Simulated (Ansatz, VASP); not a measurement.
# One calculation of Zr3H, two programs

File INCAR:

```
SYSTEM = Zr3H
ALGO = Normal ; DIPOL = 0.5 0.5 0.309
EDIFF = 1E-7 ; ENCUT = 520
GGA = CA ; IDIPOL = 3
ISIF = 2 ; ISMEAR = 0
LASPH = .TRUE. ; LCHARG = .FALSE.
LDIPOL = .TRUE. ; LREAL = .FALSE.
LWAVE = .FALSE. ; NBANDS = 26
NELM = 60 ; PREC = Accurate
SIGMA = 0.1
```

Contents of KPOINTS:

```
k-points
0
G
  9 9 1
  0 0 0
```

The input POSCAR:

```
Zr3H
1.0
    3.1232946755      0.0000000000      0.0000000000
    0.0000000000      3.1232946755      0.0000000000
    0.0000000000      0.0000000000     21.1739130820
Zr H
3 1
Direct
    0.5000000000      0.5000000000      0.1889117040
    0.0000000000      0.0000000000      0.2874811557
    0.5000000000      0.5000000000      0.3860369621
    1.0000000000      1.0000000000      0.3718685843
```

Input for Ansatz:

```yaml
crystal:
  lattice:
    - [3.1232946755, 0.0, 0.0]
    - [0.0, 3.1232946755, 0.0]
    - [0.0, 0.0, 21.173913082]
  atoms:
    - { symbol: Zr, position: [0.5, 0.5, 0.188911704] }
    - { symbol: Zr, position: [0.0, 0.0, 0.2874811557] }
    - { symbol: Zr, position: [0.5, 0.5, 0.3860369621] }
    - { symbol: H, position: [1.0, 1.0, 0.3718685843] }
basis:
  ecutwfc: 420
kpoints:
  mp_grid: { grid: [9, 9, 1] }
hamiltonian:
  xc: lda
scf:
  occupations: { method: gaussian, width: 0.1 }
output:
  forces: true
  eigenvalues: true
efield:
  axis: 3
  dipole_correction: true
  ramp_width: 0.04
```

Alike in both runs: task single point; functional LDA; k mesh 9 × 9 × 1; occupations gaussian, width 0.1 eV; no spin polarisation.

```csv
,VASP,Ansatz
version,VASP 6.6.1,Ansatz 0.2.0
potentials or method,"VASP PAW LDA potentials, release 64 (Zr_sv, H), cutoff 520 eV","scalar-relativistic, plane waves, PAW"
valence electrons in the cell,37,37
```

```csv
,VASP,Ansatz,Ansatz less VASP
gap on the k mesh at the Fermi level (eV),none,none,-
rms of the force components (eV/Å),1.005,0.999,-0.0055
```

LDA's correlation is that of Perdew and Zunger in VASP and of Perdew and Wang (1992) in Ansatz. Atom by atom the forces differ by 0.008 eV/Å (rms over components). A gap of «none» marks a metal or a gap that the smearing closes.
